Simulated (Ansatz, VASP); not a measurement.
Two plane-wave programs on Zr3MoS

```xyz
5
Lattice="3.4782 0.0000 0.0000 0.0000 3.4782 0.0000 0.0000 0.0000 8.3858" Properties=species:S:1:pos:R:3 pbc="T T T"
Zr    0.0000    0.0000    2.7210
Zr    0.0000    0.0000    5.8238
Zr    1.7391    1.7391    7.9545
Mo    1.7391    1.7391    4.2891
S     0.0000    0.0000    0.1761
```

Change from the starting cell: the structure that the rattled cell fell into.

Alike in both runs: task single point; functional PBE; k mesh 6 × 6 × 2; occupations gaussian, width 0.1 eV; collinear spin.

```csv
,VASP,Ansatz
version,VASP 6.6.1,Ansatz 0.2.0
potentials or method,"VASP PAW PBE potentials, release 64 (Zr_sv, Mo_sv, S), cutoff 520 eV","scalar-relativistic, plane waves, PAW"
valence electrons in the cell,56,56
```

|  | VASP | Ansatz | Ansatz less VASP |
| --- | --- | --- | --- |
| gap on the k mesh at the Fermi level (eV) | none | none | - |
| pressure (GPa) | 0.1 | 0.1 | -0.06 |
| traceless stress, the component that is largest in VASP (GPa) | 0.11 | 0.10 | -0.001 |
| rms of the force components (eV/Å) | 0.010 | 0.008 | -0.0018 |
| net moment per atom (μB) | 0.00 | 0.00 | 0.000 |

Atom by atom the forces differ by 0.002 eV/Å (rms over components). A gap of «none» marks a metal or a gap that the smearing closes. The functional is the same, so the differences come from potentials, cutoffs and numerics. Ansatz's warnings: seeded moment not kept.

The k mesh is coarse, so the values compare programs but aren't converged.
